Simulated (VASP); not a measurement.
The system is Ge.

```xyz
1
Lattice="-1.6400 1.6400 1.9099 1.6400 -1.6400 1.9099 1.6400 1.6400 -1.9099" Properties=species:S:1:pos:R:3 pbc="T T T"
Ge    0.0000    0.0000    1.9099
```

Program: VASP 6.6.1. Alike in all runs: task single point; potentials or basis VASP PAW PBE potentials, release 64 (Ge_d); no spin polarisation; cell as given; cutoff (eV) 520; smearing fermi-dirac 0.05 eV.

Question: Order these runs on this cell by their pressure, lowest first.
A. level HSE06; k mesh 6 × 6 × 6; grid for exact exchange (PRECFOCK) Normal; screening parameter 0.2079 1/Å
B. level PBE; k mesh 12 × 12 × 12
C. level r2SCAN0; k mesh 6 × 6 × 6; grid for exact exchange (PRECFOCK) Normal

Answer: C (-6.2 GPa), A (-4.6 GPa), B (-2.7 GPa).

Caveats: some runs use coarse meshes; the PAW data sets were made with another functional, which shifts forces and pressure a little (some runs).
